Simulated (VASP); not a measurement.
SiMo3:

```
Si Mo
1.0
     3.86746    0.00000    0.00000
     0.00000    3.86746    0.00000
     0.00000    0.00000    3.86746
Si Mo
1 3
Direct
  0.00000 0.00000 0.00000
  0.00000 0.50000 0.50000
  0.50000 0.00000 0.50000
  0.50000 0.50000 0.00000
```

* Program: VASP 6.6.1
* Task: relaxation of cell and atoms
* Functional: r2SCAN
* Potentials or basis: VASP PAW PBE potentials, release 64 (Si, Mo_sv)
* Cutoff: 600 eV
* k mesh: 4 × 4 × 4
* Occupations: gaussian, width 0.1 eV
* Spin: no spin polarisation

At the start: pressure 7.0 GPa; volume 14.46 Å³/atom.

Task: How do energy, volume and symmetry change on relaxing?

Result: Over 3 steps the energy falls by 8.5 meV/atom and the volume is 14.86 Å³/atom (+2.8 %); space group Pm-3m (No. 221, to 0.1 Å) before and after.

Step by step:
| step | energy change (eV) | largest force (eV/Å) | pressure (GPa) | volume (Å³) |
| --- | --- | --- | --- | --- |
| 1 | 0.0000 | 0.0000 | 7.04 | 57.85 |
| 2 | 0.1442 | 0.0000 | -13.80 | 63.33 |
| 3 | -0.0339 | 0.0000 | -0.13 | 59.46 |

Final structure:
```cif
data_structure
_symmetry_space_group_name_H-M 'P 1'
_symmetry_Int_Tables_number 1
_cell_length_a 3.9031
_cell_length_b 3.9031
_cell_length_c 3.9031
_cell_angle_alpha 90.000
_cell_angle_beta 90.000
_cell_angle_gamma 90.000
_cell_volume 59.46
loop_
_atom_site_label
_atom_site_type_symbol
_atom_site_fract_x
_atom_site_fract_y
_atom_site_fract_z
_atom_site_occupancy
Si1 Si 0.00000 0.00000 0.00000 1
Mo1 Mo 0.00000 0.50000 0.50000 1
Mo2 Mo 0.50000 0.00000 0.50000 1
Mo3 Mo 0.50000 0.50000 0.00000 1
```

Caveat: the k points lie up to 0.40 Å⁻¹ apart in the final cell, too coarse for converged energies and pressures of a metal; the PAW data sets were made with another functional, which shifts forces and pressure a little.
